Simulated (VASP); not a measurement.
# Se in VASP: single point with PBE

Aim: the single point of Se with PBE.

All numbers are computed with VASP 6.6.1; they aren't measurements. Logs are shortened: lines on timing, memory, paths and dates and some standing lists are left out, and cuts for length are marked.

### Step 1. The cell of the first run

The typed cell holds 4 atoms: a = 4.524 Å, b = 8.558 Å, c = 2.739 Å, α = 90.00°, β = 90.00°, γ = 90.00°.

### Step 2. Single point, PBE

Contents of INCAR:

```
SYSTEM = Se
  ALGO = Normal
  EDIFF = 1E-7
  ENCUT = 520
  GGA = PE
  ISIF = 2
  ISMEAR = 0
  LASPH = .TRUE.
  LCHARG = .TRUE.
  LELF = .TRUE.
  LREAL = .FALSE.
  LVHAR = .TRUE.
  LWAVE = .FALSE.
  NBANDS = 20
  NELM = 100
  PREC = Accurate
  SIGMA = 0.1
```

Contents of KPOINTS:

```
k-points
0
G
  10 6 16
  0 0 0
```

Contents of POSCAR:

```
Se
1.0
    4.5244356947      0.0000000000      0.0000000000
    0.0000000000      8.5583870286      0.0000000000
    0.0000000000      0.0000000000      2.7387675675
Se
4
Direct
    0.6523914100      0.3855400907      0.5000889944
    0.8476085900      0.8855400907      0.4999110056
    0.3476085900      0.6144599093      0.5000889944
    0.1523914100      0.1144599093      0.4999110056
```

Potentials or basis: VASP PAW PBE potentials, release 64 (Se).

Run with:

```bash
$ cat potpaw_PBE.64/Se/POTCAR > POTCAR
$ mpirun -np 1 vasp_std > vasp.out
```

OUTCAR:

```text
SYSTEM = Se
   EDIFF = 1E-7
   ENCUT = 520
   GGA = PE
   ISIF = 2
   ISMEAR = 0
   LASPH = .TRUE.
   LREAL = .FALSE.
   NELM = 100
   PREC = Accurate

 ion  position               nearest neighbor table
   1  0.652  0.386  0.500-   3 2.40
   2  0.848  0.886  0.500-   4 2.40
   3  0.348  0.614  0.500-   1 2.40
   4  0.152  0.114  0.500-   2 2.40

  LATTYP: Found a simple orthorhombic cell.
 ALAT       =     2.7387675675
 B/A-ratio  =     1.6519969597
 C/A-ratio  =     3.1249044753

  Lattice vectors:

 A1 = (   0.0000000000,   0.0000000000,   2.7387675675)
 A2 = (   4.5244356947,   0.0000000000,   0.0000000000)
 A3 = (   0.0000000000,   8.5583870286,   0.0000000000)

Analysis of symmetry for initial positions (statically):
=====================================================================
 Subroutine PRICEL returns:
 Original cell was already a primitive cell.

 Routine SETGRP: Setting up the symmetry group for a
 simple orthorhombic supercell.

 Subroutine GETGRP returns: Found  4 space group operations
 (whereof  2 operations were pure point group operations)
 out of a pool of  8 trial point group operations.

The static configuration has the point symmetry C_2 .
 The point group associated with its full space group is D_2 .

Analysis of symmetry for dynamics (positions and initial velocities):
=====================================================================
 Subroutine PRICEL returns:
 Original cell was already a primitive cell.

 Routine SETGRP: Setting up the symmetry group for a
 simple orthorhombic supercell.

 Subroutine GETGRP returns: Found  4 space group operations
 (whereof  2 operations were pure point group operations)
 out of a pool of  8 trial point group operations.

The dynamic configuration has the point symmetry C_2 .
 The point group associated with its full space group is D_2 .

 Subroutine INISYM returns: Found  4 space group operations
 (whereof  2 operations are pure point group operations),
 and found     1 'primitive' translations

----------------------------------------------------------------------------------------

                                     Primitive cell

  volume of cell :     106.0502

  direct lattice vectors                    reciprocal lattice vectors
     4.524435695  0.000000000  0.000000000     0.221022038  0.000000000  0.000000000
     0.000000000  8.558387029  0.000000000     0.000000000  0.116844447  0.000000000
     0.000000000  0.000000000  2.738767568     0.000000000  0.000000000  0.365127736

  length of vectors
     4.524435695  8.558387029  2.738767568     0.221022038  0.116844447  0.365127736

  position of ions in fractional coordinates (direct lattice)
     0.652391410  0.385540091  0.500088994
     0.847608590  0.885540091  0.499911006
     0.347608590  0.614459909  0.500088994
     0.152391410  0.114459909  0.499911006

  ion indices of the primitive-cell ions
   primitive index   ion index
                 1           1
                 2           2
                 3           3
                 4           4

----------------------------------------------------------------------------------------

 KPOINTS: k-points

Automatic generation of k-mesh.
 Grid dimensions read from file:
 generate k-points for:   10    6   16

 Generating k-lattice:

  Cartesian coordinates                     Fractional coordinates (reciprocal lattice)
     0.022102204  0.000000000  0.000000000     0.100000000  0.000000000  0.000000000
     0.000000000  0.019474075  0.000000000     0.000000000  0.166666667  0.000000000
     0.000000000  0.000000000  0.022820483     0.000000000  0.000000000  0.062500000

  Length of vectors
     0.022102204  0.019474075  0.022820483

  Shift w.r.t. Gamma in fractional coordinates (k-lattice)
     0.000000000  0.000000000  0.000000000

 Subroutine IBZKPT returns following result:
 ===========================================

 Found    216 irreducible k-points:

 Following reciprocal coordinates:
            Coordinates               Weight
  0.000000  0.000000  0.000000      1.000000
  0.100000  0.000000  0.000000      2.000000
  0.200000  0.000000  0.000000      2.000000
  0.300000  0.000000  0.000000      2.000000
  0.400000  0.000000  0.000000      2.000000
  0.500000  0.000000  0.000000      1.000000
[... 16 lines left out ...]
  0.400000  0.500000  0.000000      2.000000
  0.500000  0.500000  0.000000      1.000000
 [... further k-points ...]
   k-points           NKPTS =    216   k-points in BZ     NKDIM =    216   number of bands    NBANDS=     20
   number of dos      NEDOS =    301   number of ions     NIONS =      4
   total plane-waves  NPLWV =  46080
   dimension x,y,z NGX =    36 NGY =   64 NGZ =   20
   dimension x,y,z NGXF=    72 NGYF=  128 NGZF=   40
   ions per type =               4
   NGX,Y,Z   is equivalent  to a cutoff of  13.23, 12.43, 12.14 a.u.
   NGXF,Y,Z  is equivalent  to a cutoff of  26.46, 24.86, 24.28 a.u.
 SYSTEM =  Se
   PREC   = accura    normal or accurate (medium, high low for compatibility)
   ISTART =      0    job   : 0-new  1-cont  2-samecut
   ICHARG =      2    charge: 1-file 2-atom 10-const
   ISPIN  =      1    spin polarized calculation?
   LNONCOLLINEAR =      F non collinear calculations
   LSORBIT =      F    spin-orbit coupling
   LASPH  =      T    aspherical Exc in radial PAW
   ENCUT  =  520.0 eV  38.22 Ry    6.18 a.u.   8.41 15.91  5.09*2*pi/ulx,y,z
   NELM   =    100;   NELMIN=  2; NELMDL= -5     # of ELM steps
   EDIFF  = 0.1E-06   stopping-criterion for ELM
   LREAL  =      F    real-space projection
   EDIFFG = 0.1E-05   stopping-criterion for IOM
   NSW    =      0    number of steps for IOM
   IBRION =     -1    ionic relax: 0-MD 1-quasi-New 2-CG
   NFREE  =      0    steps in history (QN), initial steepest desc. (CG)
   ISIF   =      2    stress and relaxation
   ISYM   =      2    0-nonsym 1-usesym 2-fastsym
   POTIM  = 0.5000    time-step for ionic-motion
   TEBEG  =    0.0;   TEEND  =   0.0 temperature during run
   PSTRESS=    0.0 pullay stress
   NELECT =      24.0000    total number of electrons
   NUPDOWN=      -1.0000    fix difference up-down
   EMIN   =  10.00;   EMAX   =-10.00  energy-range for DOS
   EFERMI =   0.00;   METHOD = LEGACY
   ISMEAR =     0;   SIGMA  =   0.10  broadening in eV -4-tet -1-fermi 0-gaus
   EFERMI_NEDOS =   21; number of points for ismear=-14 and -15
   IALGO  =     38    algorithm
   IMIX   =      4    mixing-type and parameters
     AMIX     =   0.40;   BMIX     =  1.00
     AMIX_MAG =   1.60;   BMIX_MAG =  1.00
  volume/ion in A,a.u.               =      26.51       178.92
  Fermi-wavevector in a.u.,A,eV,Ry     =   0.997642  1.885270 13.541737  0.995290
  Thomas-Fermi vector in A             =   2.129812
   LORBIT       =      0    0 simple, 1 ext, 2 COOP (PROOUT), +10 PAW based schemes
   GGA     = PE    functional components
   LHFCALC =     F    Hartree Fock is set to
   AEXX    =    0.0000 exact exchange contribution
   IVDW    =     0    specifies the selected vdW correction
   LEPSILON=     F    determine dielectric tensor
   LRPA    =     F    only Hartree local field effects (RPA)
 non-spin polarized calculation
 Gauss-broadening in eV      SIGMA  =   0.10
  energy-cutoff  :      520.00
  volume of cell :      106.05
 maximum number of plane-waves:      2884
 NGX is ok and might be reduce to    36
   NGX = 17   NGY = 31   NGZ = 11

 number of electron      24.0000001 magnetization

 Free energy of the ion-electron system (eV)
  ---------------------------------------------------
  ext. energy  EPLUGINS =         0.00000000
  ---------------------------------------------------
  free energy    TOTEN  =       -13.54332593 eV

  energy without entropy =      -13.53597596  energy(sigma->0) =      -13.53965095

 E-fermi :   2.9613     XC(G=0):  -9.0156

 val. band max:        2.9548225626   @ k =   0.4000   0.0000   0.3750
 cond. band min:       2.9618477051   @ k =   0.2000   0.1667   0.3125
 fundamental gap:      0.0070251425
 Fermi energy:         2.9613075762

 k-point     1 :       0.0000    0.0000    0.0000
  band No.  band energies     occupation
      1     -12.7821      2.00000
      2     -12.2061      2.00000
      3     -10.3419      2.00000
      4      -9.2587      2.00000
      5      -2.5660      2.00000
      6      -1.6243      2.00000
[... 12 lines left out ...]
     19       8.6112      0.00000
     20      12.1452      0.00000

 k-point     2 :       0.1000    0.0000    0.0000
  band No.  band energies     occupation
      1     -12.7568      2.00000
      2     -12.2051      2.00000
      3     -10.3253      2.00000
      4      -9.3043      2.00000
      5      -2.6097      2.00000
      6      -1.6831      2.00000
[... 12 lines left out ...]
     19       8.9115      0.00000
     20      12.1354      0.00000

 k-point     3 :       0.2000    0.0000    0.0000
  band No.  band energies     occupation
      1     -12.6850      2.00000
      2     -12.2064      2.00000
      3     -10.2768      2.00000
      4      -9.4290      2.00000
      5      -2.7339      2.00000
      6      -1.9552      2.00000
[... 12 lines left out ...]
     19       9.6448      0.00000
     20      12.1570      0.00000

 k-point     4 :       0.3000    0.0000    0.0000
  band No.  band energies     occupation
      1     -12.5791      2.00000
      2     -12.2224      2.00000
      3     -10.1986      2.00000
      4      -9.6019      2.00000
      5      -2.8879      2.00000
      6      -2.3729      2.00000
[... 12 lines left out ...]
     19      10.5148      0.00000
     20      12.1893      0.00000

 k-point     5 :       0.4000    0.0000    0.0000
  band No.  band energies     occupation
      1     -12.4590      2.00000
      2     -12.2673      2.00000
      3     -10.0914      2.00000
      4      -9.7863      2.00000
      5      -2.9796      2.00000
      6      -2.7280      2.00000
[... 12 lines left out ...]
     19      11.5054      0.00000
     20      12.3670      0.00000

 k-point     6 :       0.5000    0.0000    0.0000
  band No.  band energies     occupation
      1     -12.3485      2.00000
      2     -12.3485      2.00000
      3      -9.9536      2.00000
      4      -9.9536      2.00000
      5      -2.9359      2.00000
      6      -2.9359      2.00000
[... 12 lines left out ...]
     19      11.9810      0.00000
     20      11.9810      0.00000

 k-point     7 :       0.0000    0.1667    0.0000
  band No.  band energies     occupation
      1     -12.7533      2.00000
      2     -12.2611      2.00000
      3     -10.2560      2.00000
      4      -9.3251      2.00000
      5      -2.5290      2.00000
      6      -1.7461      2.00000
[... 12 lines left out ...]
     19       8.9012      0.00000
     20      11.4952      0.00000
[... 277 lines left out ...]
 k-point    20 :       0.1000    0.5000    0.0000
  band No.  band energies     occupation
      1     -12.5255      2.00000
      2     -12.5255      2.00000
      3      -9.7816      2.00000
      4      -9.7816      2.00000
      5      -2.2987      2.00000
      6      -2.2987      2.00000
[... 12 lines left out ...]
     19      10.0612      0.00000
     20      10.0612      0.00000

 k-point    21 :       0.2000    0.5000    0.0000
  band No.  band energies     occupation
      1     -12.4792      2.00000
      2     -12.4792      2.00000
      3      -9.8267      2.00000
      4      -9.8267      2.00000
      5      -2.4265      2.00000
      6      -2.4265      2.00000
[... 12 lines left out ...]
     19      10.1913      0.00000
     20      10.1913      0.00000

 k-point    22 :       0.3000    0.5000    0.0000
  band No.  band energies     occupation
      1     -12.4190      2.00000
      2     -12.4190      2.00000
      3      -9.8869      2.00000
      4      -9.8869      2.00000
      5      -2.5079      2.00000
      6      -2.5079      2.00000
[... 12 lines left out ...]
     19      10.7767      0.00000
     20      10.7767      0.00000

 k-point    23 :       0.4000    0.5000    0.0000
  band No.  band energies     occupation
      1     -12.3674      2.00000
      2     -12.3674      2.00000
      3      -9.9397      2.00000
      4      -9.9397      2.00000
      5      -2.5012      2.00000
      6      -2.5012      2.00000
[... 12 lines left out ...]
     19      11.4648      0.00000
     20      11.4648      0.00000

 k-point    24 :       0.5000    0.5000    0.0000
  band No.  band energies     occupation
      1     -12.3469      2.00000
      2     -12.3469      2.00000
      3      -9.9609      2.00000
      4      -9.9609      2.00000
      5      -2.4701      2.00000
      6      -2.4701      2.00000
[... 12 lines left out ...]
     19      11.3575      0.00000
     20      11.3575      0.00000

 [... further k-points ...]
[... 5 lines left out ...]
  --------------------------------------------------------------------------------------
  -------------------------------------------------------------------------------------
  Total        0.0613154      0.1052961     -0.0044255      0.0000000      0.0000000      0.0000000
  in kB        0.9263367      1.5907845     -0.0668590      0.0000000      0.0000000      0.0000000
  external PRESSURE =       0.8167541 kB  Pullay stress =       0.0000000 kB

 VOLUME and BASIS-vectors are now :
 -----------------------------------------------------------------------------
  energy-cutoff  :      520.00
  volume of cell :      106.05
      direct lattice vectors                 reciprocal lattice vectors
     4.524435695  0.000000000  0.000000000     0.221022038  0.000000000  0.000000000
     0.000000000  8.558387029  0.000000000     0.000000000  0.116844447  0.000000000
     0.000000000  0.000000000  2.738767568     0.000000000  0.000000000  0.365127736

 POSITION                                       TOTAL-FORCE (eV/Angst)
 -----------------------------------------------------------------------------------
      2.95170      3.29960      1.36963         0.013367     -0.020909     -0.000092
      3.83495      7.57879      1.36914        -0.013367     -0.020909      0.000092
      1.57273      5.25879      1.36963        -0.013367      0.020909     -0.000092
      0.68949      0.97959      1.36914         0.013367      0.020909      0.000092
 -----------------------------------------------------------------------------------
    total drift:                                0.000000     -0.000000     -0.000000

  FREE ENERGIE OF THE ION-ELECTRON SYSTEM (eV)
  ---------------------------------------------------
  free  energy   TOTEN  =       -13.5433259303 eV

  energy  without entropy=      -13.5359759631  energy(sigma->0) =      -13.53965095
```

Wall time 2 min (1 thread of Intel Xeon 6975P-C (Granite Rapids), shared host); peak memory 0.45 GiB.

Results:

```yaml
Free_energy: -13.5433 eV
Pressure: 0.1 GPa
Largest_force: 0.025 eV/Å
Band_gap_on_the_k_mesh: zero (band 12 reaches 5.08 eV, above the bottom of band 13 at 1.74 eV)
```

Forces in eV/Å, atoms in the order of the input:
```
Se   0.013 -0.021  0.000
Se  -0.013 -0.021  0.000
Se  -0.013  0.021  0.000
Se   0.013  0.021  0.000
```

Stress tensor (GPa, compression positive):
```
 0.09  0.00  0.00
 0.00  0.16  0.00
 0.00  0.00 -0.01
```
